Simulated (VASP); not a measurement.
IrO: single point with PBE

IrO:

```xyz
2
Lattice="0.0000 2.4766 2.4766 2.4766 0.0000 2.4766 2.4766 2.4766 0.0000" Properties=species:S:1:pos:R:3 pbc="T T T"
Ir    0.0000    0.0000    0.0000
O     1.2383    1.2383    1.2383
```

```
Program                : VASP 6.6.1
Task                   : single point
Functional             : PBE
Potentials or basis    : VASP PAW PBE potentials, release 64 (Ir, O)
Cutoff                 : 520 eV
k mesh                 : 16 × 16 × 16
Occupations            : gaussian, width 0.1 eV
Spin                   : no spin polarisation
Dipole correction      : no
Further INCAR settings : ALGO = Normal; EDIFF = 1e-06; NBANDS = 14
```

```yaml
Pressure: -14.8 GPa
```

Levels at points of the mesh, in eV from the Fermi level:
```csv
k point,band 4,band 5,band 6,band 7,band 8,band 9,band 10,band 11
"(0.00, 0.00, 0.00)",-7.00,-2.19,-1.84,-1.84,1.42,1.42,1.42,12.59
"(0.50, 0.00, 0.00)",-6.58,-1.77,-1.56,-1.56,0.45,0.45,3.08,5.40
"(0.50, 0.50, 0.00)",-5.83,-2.75,-1.42,-1.16,-0.35,-0.35,5.62,6.14
```

Run time: 27 s on 1 thread of Intel(R) Xeon(R) 6975P-C (Granite Rapids), with other jobs on the host, peak memory 0.21 GiB.

Caveat: spin-orbit coupling is left out, which moves the levels of the heavy elements; an odd number of electrons without spin polarisation forces a metal; a magnetic or distorted state may lie lower.
